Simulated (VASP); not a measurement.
Here is a VASP 6.6.1 calculation.

The input INCAR:

```
SYSTEM = ScTiSe4
PREC     = Accurate       ! precision mode
ENCUT    = 600            ! plane-wave cutoff, eV
EDIFF    = 1E-6           ! SCF threshold, eV
ISMEAR   = 0              ! smearing method
SIGMA    = 0.1            ! smearing width, eV
LREAL    = .FALSE.        ! projectors in reciprocal space
LASPH    = .TRUE.         ! aspherical terms in the spheres
NELM     = 80             ! most SCF steps
ALGO     = Normal         ! electronic algorithm
ISIF     = 3              ! what is computed and relaxed
LWAVE    = .FALSE.        ! write WAVECAR
LCHARG   = .FALSE.        ! write CHGCAR
GGA      = PE             ! functional
IBRION   = 2              ! ionic algorithm
NSW      = 100            ! ionic steps
EDIFFG   = -0.01          ! ionic threshold
```

The input KPOINTS:

```
Automatic mesh
0
G
  8 8 6
  0 0 0
```

POSCAR

```
ScTiSe4
1.0
    4.6467620180      0.0000000000      0.0000000000
    0.0000000000      4.6467620180      0.0000000000
    0.0000000000      0.0000000000      6.2113358677
Sc Ti Se
1 1 4
Direct
    0.5000000000      0.5000000000      0.5000000000
    0.0000000000      0.0000000000      0.0000000000
    0.5000000000      0.0000000000      0.7567296734
    0.0000000000      0.5000000000      0.2432703266
    0.5000000000      0.0000000000      0.2432703266
    0.0000000000      0.5000000000      0.7567296734
```

Potentials or basis: VASP PAW PBE potentials, release 64 (Sc_sv, Ti_sv, Se).

Command:

```console
$ cat potpaw_PBE.64/Sc_sv/POTCAR potpaw_PBE.64/Ti_sv/POTCAR potpaw_PBE.64/Se/POTCAR > POTCAR
$ mpirun -np 1 vasp_std > vasp.out
```

Problem. What does it give for the space group after relaxing (to 0.1 Å)?

Solution. P4/mmm (No. 123).

Problem. Predict the relaxed cell.

Solution. a = 4.566 Å, b = 4.566 Å, c = 6.446 Å, α = 90.00°, β = 90.00°, γ = 90.00°.

The path:
| step | energy change (eV) | largest force (eV/Å) | pressure (GPa) | volume (Å³) |
| --- | --- | --- | --- | --- |
| 1 | 0.0000 | 0.0264 | 0.07 | 134.12 |
| 2 | -0.0069 | 0.0279 | -0.03 | 134.30 |
| 3 | -0.0230 | 0.0340 | -0.25 | 134.79 |
| 4 | -0.0034 | 0.0539 | -0.64 | 135.59 |
| 5 | -0.0268 | 0.0363 | -0.35 | 135.02 |
| 6 | -0.0269 | 0.0389 | -0.39 | 135.07 |
| 7 | -0.0242 | 0.0024 | 0.75 | 133.11 |
| 8 | -0.0279 | 0.0270 | -0.01 | 134.41 |
| 9 | -0.0281 | 0.0023 | 0.01 | 134.39 |

Caveat: an odd number of electrons without spin polarisation forces a metal; a magnetic or distorted state may lie lower.
